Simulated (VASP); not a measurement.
## ZnO: single point with r2SCAN

ZnO:

```
Zn O
1.0
     2.64617    0.00000    0.00000
     0.00000    2.64617    0.00000
     0.00000    0.00000    2.64617
Zn O
1 1
Cartesian
  0.0000 0.0000 0.0000
  1.3231 1.3231 1.3231
```

```json
{
 "Program": "VASP 6.6.1",
 "Task": "single point",
 "Functional": "r2SCAN",
 "Potentials or basis": "VASP PAW PBE potentials, release 64 (Zn, O)",
 "Cutoff": "660 eV",
 "k mesh": "6 × 6 × 6",
 "Occupations": "methfessel-paxton, width 0.05 eV",
 "Spin": "no spin polarisation"
}
```

- Pressure: 1.1 GPa
- Band gap on the k mesh: zero (band 9 reaches 3.26 eV, above the bottom of band 10 at 3.21 eV)

Levels at points of the mesh, in eV from the Fermi level:
```tsv
k point	band 7	band 8	band 9	band 10	band 11	band 12
(0.00, 0.00, 0.00)	-1.34	-1.34	-1.34	-0.06	15.16	15.16
(0.50, 0.00, 0.00)	-4.66	-0.02	-0.02	6.06	7.55	16.97
(0.50, 0.50, 0.00)	-5.20	-5.20	-0.21	3.36	11.35	11.35
(0.50, 0.50, 0.50)	-1.50	-1.50	-1.50	6.27	6.27	6.27
```

It took 20 s on 1 thread of Intel Xeon 6975P-C, on a shared host, peak memory 0.14 GiB.

Caveat: the k points lie up to 0.40 Å⁻¹ apart; the PAW data sets were made with another functional, which shifts forces and pressure a little.
